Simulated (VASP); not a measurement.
# LiNbO3 (R-3c) in VASP: notebook

Runs on LiNbO3. Level: LDA. Tasks: single point, relaxation of cell and atoms.

All numbers are computed with VASP 6.6.1; they aren't measurements. Logs are shortened: lines on timing, memory, paths and dates and some standing lists are left out, and cuts for length are marked.

### Step 1. The cell of the first run

The structure is trigonal, space group R-3c (No. 167). Conventional cell: a = 5.124 Å, b = 5.124 Å, c = 13.552 Å, α = 90.00°, β = 90.00°, γ = 120.00°. Within 2.5 Å of Li (site symmetry 32) lie 3 O at 1.92 Å. Within 2.6 Å of Nb (site symmetry -3) lie 6 O at 1.97 Å. O (site symmetry 2) has 1 Li at 1.92 Å and 2 Nb at 1.97 Å within 2.5 Å.

### Step 2. Single point, LDA

Contents of INCAR:

```
  PREC = Accurate
  ENCUT = 520
  EDIFF = 1E-7
  ISMEAR = 0
  SIGMA = 0.02
  LREAL = False
  LASPH = True
  NELM = 60
  ALGO = Normal
  ISIF = 2
  LWAVE = False
  LCHARG = False
  GGA = CA
  NBANDS = 45
```

Contents of KPOINTS:

```
regular mesh
0
Gamma
  6 6 6
```

Contents of POSCAR:

```
LiNbO3
1.0
    2.5620799784      1.4792175652      4.5172143437
   -2.5620799784      1.4792175652      4.5172143437
    0.0000000000     -2.9584351305      4.5172143437
Li Nb O
2 2 6
Direct
    0.2500000000      0.2500000000      0.2500000000
    0.7500000000      0.7500000000      0.7500000000
    0.0000000000      0.0000000000      0.0000000000
    0.5000000000      0.5000000000      0.5000000000
    0.1252716902      0.3747283098      0.7500000000
    0.7500000000      0.1252716902      0.3747283098
    0.3747283098      0.7500000000      0.1252716902
    0.2500000000      0.8747283098      0.6252716902
    0.8747283098      0.6252716902      0.2500000000
    0.6252716902      0.2500000000      0.8747283098
```

Potentials or basis: VASP PAW LDA potentials, release 64 (Li_sv, Nb_sv, O).

On the command line:

```sh
$ cat potpaw_LDA.64/Li_sv/POTCAR potpaw_LDA.64/Nb_sv/POTCAR potpaw_LDA.64/O/POTCAR > POTCAR
$ mpirun -np 1 vasp_std > vasp.out
```

OUTCAR:

```text
PREC = Accurate
   ENCUT = 520
   EDIFF = 1E-7
   ISMEAR = 0
   LREAL = False
   LASPH = True
   NELM = 60
   ISIF = 2
   GGA = CA

 ion  position               nearest neighbor table
   1  0.250  0.250  0.250-   9 1.92   8 1.92  10 1.92
   2  0.750  0.750  0.750-   5 1.92   6 1.92   7 1.92
   3  0.000  0.000  0.000-   7 1.97  10 1.97   9 1.97   5 1.97   6 1.97   8 1.97
   4  0.500  0.500  0.500-   6 1.97   8 1.97   5 1.97   9 1.97   7 1.97  10 1.97
   5  0.125  0.375  0.750-   2 1.92   3 1.97   4 1.97
   6  0.750  0.125  0.375-   2 1.92   4 1.97   3 1.97
   7  0.375  0.750  0.125-   2 1.92   3 1.97   4 1.97
   8  0.250  0.875  0.625-   1 1.92   4 1.97   3 1.97
   9  0.875  0.625  0.250-   1 1.92   3 1.97   4 1.97
  10  0.625  0.250  0.875-   1 1.92   3 1.97   4 1.97

  LATTYP: Found a trigonal (rhomboedric) cell.
 ALAT       =     5.3997744256
 COS(alpha) =     0.5497392135

  Lattice vectors:

 A1 = (   2.5620799784,   1.4792175652,   4.5172143437)
 A2 = (  -2.5620799784,   1.4792175652,   4.5172143437)
 A3 = (   0.0000000000,  -2.9584351305,   4.5172143437)

Analysis of symmetry for initial positions (statically):
=====================================================================
 Subroutine PRICEL returns:
 Original cell was already a primitive cell.

 Routine SETGRP: Setting up the symmetry group for a
 trigonal (rhombohedral) supercell.

 Subroutine GETGRP returns: Found 12 space group operations
 (whereof  6 operations were pure point group operations)
 out of a pool of 12 trial point group operations.

The static configuration has the point symmetry S_6 .
 The point group associated with its full space group is D_3d.

Analysis of symmetry for dynamics (positions and initial velocities):
=====================================================================
 Subroutine PRICEL returns:
 Original cell was already a primitive cell.

 Routine SETGRP: Setting up the symmetry group for a
 trigonal (rhombohedral) supercell.

 Subroutine GETGRP returns: Found 12 space group operations
 (whereof  6 operations were pure point group operations)
 out of a pool of 12 trial point group operations.

The dynamic configuration has the point symmetry S_6 .
 The point group associated with its full space group is D_3d.

 Subroutine INISYM returns: Found 12 space group operations
 (whereof  6 operations are pure point group operations),
 and found     1 'primitive' translations

----------------------------------------------------------------------------------------

                                     Primitive cell

  volume of cell :     102.7180

  direct lattice vectors                    reciprocal lattice vectors
     2.562079978  1.479217565  4.517214344     0.195153939  0.112672179  0.073791790
    -2.562079978  1.479217565  4.517214344    -0.195153939  0.112672179  0.073791790
     0.000000000 -2.958435130  4.517214344     0.000000000 -0.225344359  0.073791790

  length of vectors
     5.399774426  5.399774426  5.399774426     0.237118764  0.237118764  0.237118764

  position of ions in fractional coordinates (direct lattice)
     0.250000000  0.250000000  0.250000000
     0.750000000  0.750000000  0.750000000
     0.000000000  0.000000000  0.000000000
     0.500000000  0.500000000  0.500000000
     0.125271690  0.374728310  0.750000000
     0.750000000  0.125271690  0.374728310
     0.374728310  0.750000000  0.125271690
     0.250000000  0.874728310  0.625271690
     0.874728310  0.625271690  0.250000000
     0.625271690  0.250000000  0.874728310

  ion indices of the primitive-cell ions
   primitive index   ion index
                 1           1
                 2           2
                 3           3
                 4           4
                 5           5
                 6           6
                 7           7
                 8           8
                 9           9
                10          10

----------------------------------------------------------------------------------------

 KPOINTS: regular mesh

Automatic generation of k-mesh.
 Grid dimensions read from file:
 generate k-points for:    6    6    6

 Generating k-lattice:

  Cartesian coordinates                     Fractional coordinates (reciprocal lattice)
     0.032525657  0.018778697  0.012298632     0.166666667  0.000000000  0.000000000
    -0.032525657  0.018778697  0.012298632     0.000000000  0.166666667  0.000000000
     0.000000000 -0.037557393  0.012298632    -0.000000000 -0.000000000  0.166666667

  Length of vectors
     0.039519794  0.039519794  0.039519794

  Shift w.r.t. Gamma in fractional coordinates (k-lattice)
     0.000000000  0.000000000  0.000000000

 Subroutine IBZKPT returns following result:
 ===========================================

 Found     32 irreducible k-points:

 Following reciprocal coordinates:
            Coordinates               Weight
  0.000000  0.000000  0.000000      1.000000
  0.166667  0.000000  0.000000      6.000000
  0.333333  0.000000 -0.000000      6.000000
  0.500000  0.000000 -0.000000      3.000000
  0.166667  0.166667  0.000000      6.000000
  0.333333  0.166667 -0.000000     12.000000
[... 16 lines left out ...]
  0.500000  0.500000  0.166667      6.000000
 -0.333333  0.500000  0.166667     12.000000
 [... further k-points ...]
   k-points           NKPTS =     32   k-points in BZ     NKDIM =     32   number of bands    NBANDS=     45
   number of dos      NEDOS =    301   number of ions     NIONS =     10
   total plane-waves  NPLWV =  64000
   dimension x,y,z NGX =    40 NGY =   40 NGZ =   40
   dimension x,y,z NGXF=    80 NGYF=   80 NGZF=   80
   ions per type =               2   2   6
   NGX,Y,Z   is equivalent  to a cutoff of  12.32, 12.32, 12.32 a.u.
   NGXF,Y,Z  is equivalent  to a cutoff of  24.63, 24.63, 24.63 a.u.
 SYSTEM =  unknown system
   PREC   = accura    normal or accurate (medium, high low for compatibility)
   ISTART =      0    job   : 0-new  1-cont  2-samecut
   ICHARG =      2    charge: 1-file 2-atom 10-const
   ISPIN  =      1    spin polarized calculation?
   LNONCOLLINEAR =      F non collinear calculations
   LSORBIT =      F    spin-orbit coupling
   LASPH  =      T    aspherical Exc in radial PAW
   ENCUT  =  520.0 eV  38.22 Ry    6.18 a.u.  10.04 10.04 10.04*2*pi/ulx,y,z
   NELM   =     60;   NELMIN=  2; NELMDL= -5     # of ELM steps
   EDIFF  = 0.1E-06   stopping-criterion for ELM
   LREAL  =      F    real-space projection
   EDIFFG = 0.1E-05   stopping-criterion for IOM
   NSW    =      0    number of steps for IOM
   IBRION =     -1    ionic relax: 0-MD 1-quasi-New 2-CG
   NFREE  =      0    steps in history (QN), initial steepest desc. (CG)
   ISIF   =      2    stress and relaxation
   ISYM   =      2    0-nonsym 1-usesym 2-fastsym
   POTIM  = 0.5000    time-step for ionic-motion
   TEBEG  =    0.0;   TEEND  =   0.0 temperature during run
   PSTRESS=    0.0 pullay stress
   NELECT =      68.0000    total number of electrons
   NUPDOWN=      -1.0000    fix difference up-down
   EMIN   =  10.00;   EMAX   =-10.00  energy-range for DOS
   EFERMI =   0.00;   METHOD = LEGACY
   ISMEAR =     0;   SIGMA  =   0.02  broadening in eV -4-tet -1-fermi 0-gaus
   EFERMI_NEDOS =   21; number of points for ismear=-14 and -15
   IALGO  =     38    algorithm
   IMIX   =      4    mixing-type and parameters
     AMIX     =   0.40;   BMIX     =  1.00
     AMIX_MAG =   1.60;   BMIX_MAG =  1.00
  volume/ion in A,a.u.               =      10.27        69.32
  Fermi-wavevector in a.u.,A,eV,Ry     =   1.426797  2.696256 27.698063  2.035750
  Thomas-Fermi vector in A             =   2.547036
   LORBIT       =      0    0 simple, 1 ext, 2 COOP (PROOUT), +10 PAW based schemes
   GGA     = CA    functional components
   LHFCALC =     F    Hartree Fock is set to
   AEXX    =    0.0000 exact exchange contribution
   IVDW    =     0    specifies the selected vdW correction
   LEPSILON=     F    determine dielectric tensor
   LRPA    =     F    only Hartree local field effects (RPA)
 non-spin polarized calculation
 Gauss-broadening in eV      SIGMA  =   0.02
  energy-cutoff  :      520.00
  volume of cell :      102.72
 maximum number of plane-waves:      2804
   NGX = 21   NGY = 21   NGZ = 21

 number of electron      67.9999981 magnetization

 Free energy of the ion-electron system (eV)
  ---------------------------------------------------
  ext. energy  EPLUGINS =         0.00000000
  ---------------------------------------------------
  free energy    TOTEN  =       -87.35375981 eV

  energy without entropy =      -87.35375981  energy(sigma->0) =      -87.35375981

 E-fermi :   3.9861     XC(G=0): -11.5082

 val. band max:        3.7715339331   @ k =  -0.1667   0.1667   0.0000
 cond. band min:       6.3718301586   @ k =   0.5000   0.5000  -0.0000
 fundamental gap:      2.6002962255
 Fermi energy:         3.9861415265

 k-point     1 :       0.0000    0.0000    0.0000
  band No.  band energies     occupation
      1     -50.1724      2.00000
      2     -50.1531      2.00000
      3     -37.7643      2.00000
      4     -37.7613      2.00000
      5     -26.6557      2.00000
      6     -26.6557      2.00000
[... 37 lines left out ...]
     44      14.6980      0.00000
     45      15.0069      0.00000

 k-point     2 :       0.1667    0.0000    0.0000
  band No.  band energies     occupation
      1     -50.1711      2.00000
      2     -50.1543      2.00000
      3     -37.7641      2.00000
      4     -37.7615      2.00000
      5     -26.6440      2.00000
      6     -26.6432      2.00000
[... 37 lines left out ...]
     44      14.5381      0.00000
     45      14.7437      0.00000

 k-point     3 :       0.3333    0.0000   -0.0000
  band No.  band energies     occupation
      1     -50.1675      2.00000
      2     -50.1579      2.00000
      3     -37.7636      2.00000
      4     -37.7620      2.00000
      5     -26.6111      2.00000
      6     -26.6088      2.00000
[... 37 lines left out ...]
     44      13.9625      0.00000
     45      14.2144      0.00000

 k-point     4 :       0.5000    0.0000   -0.0000
  band No.  band energies     occupation
      1     -50.1627      2.00000
      2     -50.1627      2.00000
      3     -37.7628      2.00000
      4     -37.7628      2.00000
      5     -26.5635      2.00000
      6     -26.5635      2.00000
[... 901 lines left out ...]
     44      13.6421      0.00000
     45      14.0914      0.00000

 k-point    23 :       0.5000    0.5000    0.1667
  band No.  band energies     occupation
      1     -50.1655      2.00000
      2     -50.1599      2.00000
      3     -37.7633      2.00000
      4     -37.7624      2.00000
      5     -26.6592      2.00000
      6     -26.6539      2.00000
[... 37 lines left out ...]
     44      13.7365      0.00000
     45      13.7998      0.00000

 k-point    24 :      -0.3333    0.5000    0.1667
  band No.  band energies     occupation
      1     -50.1643      2.00000
      2     -50.1611      2.00000
      3     -37.7632      2.00000
      4     -37.7626      2.00000
      5     -26.6724      2.00000
      6     -26.6667      2.00000
[... 37 lines left out ...]
     44      13.7037      0.00000
     45      14.0197      0.00000

 [... further k-points ...]

------------------------ aborting loop because EDIFF is reached ----------------------------------------

  FORCE on cell =-STRESS in cart. coord.  units (eV):
  Direction    XX          YY          ZZ          XY          YZ          ZX
  --------------------------------------------------------------------------------------
  -------------------------------------------------------------------------------------
  Total        0.0858263      0.0858263      0.0775756      0.0000000     -0.0000000     -0.0000000
  in kB        1.3387038      1.3387038      1.2100100      0.0000000     -0.0000000     -0.0000000
  external PRESSURE =       1.2958059 kB  Pullay stress =       0.0000000 kB

 VOLUME and BASIS-vectors are now :
 -----------------------------------------------------------------------------
  energy-cutoff  :      520.00
  volume of cell :      102.72
      direct lattice vectors                 reciprocal lattice vectors
     2.562079978  1.479217565  4.517214344     0.195153939  0.112672179  0.073791790
    -2.562079978  1.479217565  4.517214344    -0.195153939  0.112672179  0.073791790
     0.000000000 -2.958435130  4.517214344     0.000000000 -0.225344359  0.073791790

 POSITION                                       TOTAL-FORCE (eV/Angst)
 -----------------------------------------------------------------------------------
      0.00000     -0.00000      3.38791         0.000000      0.000000     -0.000000
      0.00000     -0.00000     10.16373         0.000000      0.000000     -0.000000
      0.00000      0.00000      0.00000         0.000000      0.000000     -0.000000
      0.00000     -0.00000      6.77582         0.000000      0.000000     -0.000000
     -0.63913     -1.47922      5.64652         0.002975      0.000000      0.000000
      1.60060      0.18611      5.64652        -0.001487      0.002576     -0.000000
     -0.96148      1.29311      5.64652        -0.001487     -0.002576     -0.000000
     -1.60060     -0.18611      7.90513         0.001487     -0.002576     -0.000000
      0.63913      1.47922      7.90513        -0.002975      0.000000      0.000000
      0.96148     -1.29311      7.90513         0.001487      0.002576     -0.000000
 -----------------------------------------------------------------------------------
    total drift:                               -0.000000      0.000000     -0.000000

  FREE ENERGIE OF THE ION-ELECTRON SYSTEM (eV)
  ---------------------------------------------------
  free  energy   TOTEN  =       -87.3537598092 eV

  energy  without entropy=      -87.3537598092  energy(sigma->0) =      -87.35375981
```

It took 3.8 min on 1 thread of Intel Xeon 6975P-C (Granite Rapids), shared host; peak memory 0.26 GiB.

What came out:

```
Free energy            : -87.3538 eV
Band gap on the k mesh : 2.60 eV (least direct gap 2.67 eV)
```

Forces in eV/Å, atoms in the order of the input:
```
Li   0.000  0.000  0.000
Li   0.000  0.000  0.000
Nb   0.000  0.000  0.000
Nb   0.000  0.000  0.000
O    0.003  0.000  0.000
O   -0.001  0.003  0.000
O   -0.001 -0.003  0.000
O    0.001 -0.003  0.000
O   -0.003  0.000  0.000
O    0.001  0.003  0.000
```

Caveat: the cutoff is under 1.25 times the usual one of these potentials, so pressure, stress and relaxed cells hold a basis-set (Pulay) error.

### Step 3. Relaxation of cell and atoms, LDA

Contents of INCAR:

```
SYSTEM = LiNbO3
  PREC = Accurate
  ENCUT = 600
  EDIFF = 1E-6
  ISMEAR = 0
  SIGMA = 0.02
  LREAL = .False.
  LASPH = .True.
  NELM = 80
  ALGO = Normal
  ISIF = 3
  LWAVE = .False.
  LCHARG = .False.
  IBRION = 2
  NSW = 100
  EDIFFG = -0.005
```

Contents of KPOINTS:

```
regular mesh
0
Gamma
  6 6 6
  0 0 0
```

Contents of POSCAR:

```
LiNbO3
1.0
    2.5689000000      1.4831551065      4.4995666667
   -2.5689000000      1.4831551065      4.4995666667
    0.0000000000     -2.9663102130      4.4995666667
Li Nb O
2 2 6
Direct
    0.2500000000      0.2500000000      0.2500000000
    0.7500000000      0.7500000000      0.7500000000
    0.0000000000      0.0000000000      0.0000000000
    0.5000000000      0.5000000000      0.5000000000
    0.1243500000      0.3756500000      0.7500000000
    0.7500000000      0.1243500000      0.3756500000
    0.3756500000      0.7500000000      0.1243500000
    0.2500000000      0.8756500000      0.6243500000
    0.8756500000      0.6243500000      0.2500000000
    0.6243500000      0.2500000000      0.8756500000
```

Potentials or basis: VASP PAW LDA potentials, release 64 (Li_sv, Nb_sv, O).

On the command line:

```sh
$ cat potpaw_LDA.64/Li_sv/POTCAR potpaw_LDA.64/Nb_sv/POTCAR potpaw_LDA.64/O/POTCAR > POTCAR
$ mpirun -np 1 vasp_std > vasp.out
```

Wall time 18 min (1 thread of Intel Xeon 6975P-C (Granite Rapids), shared host); peak memory 0.35 GiB.

It converged, with:

| Quantity | Value |
| --- | --- |
| Free energy | -87.3701 eV |
| Relaxed volume | 10.26 Å³/atom |
| Relaxed cell | a = 5.398 Å, b = 5.398 Å, c = 5.398 Å, α = 56.64°, β = 56.64°, γ = 56.64° |
| Space group after relaxing (to 0.1 Å) | R-3c (No. 167) |
| Energy gained by relaxing | 0.3 meV/atom |
| Ionic steps | 8 |
| Pressure after relaxing | 0.0 GPa |
| Band gap on the k mesh | 2.60 eV (least direct gap 2.68 eV) |

The path:
```tsv
step	energy change (eV)	largest force (eV/Å)	pressure (GPa)	volume (Å³)
1	0.0000	0.0690	-0.92	102.86
2	-0.0003	0.0399	1.39	101.98
3	-0.0022	0.0130	0.28	102.41
4	-0.0031	0.0088	0.11	102.52
5	-0.0033	0.0058	0.00	102.61
6	-0.0033	0.0055	0.02	102.61
7	-0.0033	0.0054	-0.02	102.62
8	-0.0033	0.0018	0.05	102.60
```

Final structure:
```
Li Nb O
1.0
     2.56093    1.47855    4.51627
    -2.56093    1.47855    4.51627
     0.00000   -2.95710    4.51627
Li Nb O
2 2 6
Cartesian
  0.0000 0.0000 3.3872
  0.0000 0.0000 10.1616
  0.0000 -2.9571 4.5163
  0.0000 0.0000 6.7744
  -0.6397 -1.4786 5.6453
  1.6003 0.1853 5.6453
  -0.9606 1.2932 5.6453
  -1.6003 -0.1853 7.9035
  0.6397 1.4786 7.9035
  0.9606 -1.2932 7.9035
```

Levels at points of the mesh, in eV from the valence-band top:
| k point | band 31 | band 32 | band 33 | band 34 | band 35 | band 36 | band 37 | band 38 |
| --- | --- | --- | --- | --- | --- | --- | --- | --- |
| (0.00, 0.00, 0.00) | -0.32 | -0.20 | -0.20 | -0.02 | 2.66 | 2.66 | 2.84 | 4.87 |
| (0.50, 0.00, 0.00) | -0.30 | -0.30 | -0.23 | -0.23 | 4.27 | 4.27 | 4.34 | 4.34 |
| (0.50, 0.50, 0.00) | -0.89 | -0.44 | -0.33 | -0.29 | 2.61 | 3.70 | 4.08 | 4.52 |
| (0.50, 0.50, 0.50) | -0.32 | -0.32 | -0.32 | -0.32 | 4.31 | 4.31 | 4.64 | 4.64 |

Caveat: the cutoff is under 1.25 times the usual one of these potentials, so pressure, stress and relaxed cells hold a basis-set (Pulay) error. A k mesh can miss the band edges.

(Continued in part 2 of 2.)
